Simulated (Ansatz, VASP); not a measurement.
**GaN: VASP beside Ansatz**

File POSCAR:

```
GaN
1.0
    0.0000000000      2.2930447481      2.2930447481
    2.2930447481      0.0000000000      2.2930447481
    2.2930447481      2.2930447481      0.0000000000
Ga N
1 1
Direct
    0.0000000000      0.0000000000      0.0000000000
    0.7500000000      0.7500000000      0.7500000000
```

The input INCAR.step1:

```
SYSTEM = GaN
ALGO = Normal
EDIFF = 1E-5
ENCUT = 910
GGA = PE
GGA_COMPAT = .FALSE.
ISMEAR = 0
LASPH = .TRUE.
LCHARG = .FALSE.
LREAL = .FALSE.
LWAVE = .TRUE.
NBANDS = 16
NELM = 120
PREC = Accurate
SIGMA = 0.02
```

Contents of INCAR.step2:

```
SYSTEM = GaN
ALGO = Normal
EDIFF = 1E-6
ENCUT = 910
GGA_COMPAT = .FALSE.
ISIF = 2
ISMEAR = 0
ISTART = 1
LASPH = .TRUE.
LCHARG = .TRUE.
LELF = .TRUE.
LMIXTAU = .TRUE.
LREAL = .FALSE.
LVHAR = .TRUE.
LWAVE = .FALSE.
METAGGA = R2SCAN
NBANDS = 16
NELM = 120
PREC = Accurate
SIGMA = 0.02
```

KPOINTS

```
k-points
0
G
  10 10 10
  0 0 0
```

Input for Ansatz:

```yaml
crystal:
  lattice:
    - [0.0, 2.2930447481, 2.2930447481]
    - [2.2930447481, 0.0, 2.2930447481]
    - [2.2930447481, 2.2930447481, 0.0]
  atoms:
    - { symbol: Ga, position: [0.0, 0.0, 0.0] }
    - { symbol: "N", position: [0.75, 0.75, 0.75] }
basis:
  ecutwfc: 500
kpoints:
  mp_grid: { grid: [10, 10, 10] }
hamiltonian:
  xc: r2scan
scf:
  occupations: { method: gaussian, width: 0.02 }
output:
  forces: true
  stress: true
  eigenvalues: true
  write_density: true
  write_potential: true
  elf: true
  volumetric_format: npy
```

Alike in both runs: task single point; functional r2SCAN; k mesh 10 × 10 × 10; occupations gaussian, width 0.02 eV; no spin polarisation.

|  | VASP | Ansatz |
| --- | --- | --- |
| version | VASP 6.6.1 | Ansatz 0.2.0 |
| potentials or method | VASP PAW PBE potentials, release 64 (Ga_d, N_h), cutoff 910 eV | scalar-relativistic, plane waves, PAW |
| valence electrons in the cell | 18 | 18 |

VASP gave:

```
gap on the k mesh at the Fermi level (eV) : 1.77
least direct gap on the mesh (eV)         : 1.77
```

Q: What did Ansatz give for the same quantities?

A: gap on the k mesh at the Fermi level (eV): 1.78; least direct gap on the mesh (eV): 1.78.

VASP's potentials were made for PBE, not for r2SCAN.

Noted on VASP's run: the cutoff is short for stress, so the pressure is rough.
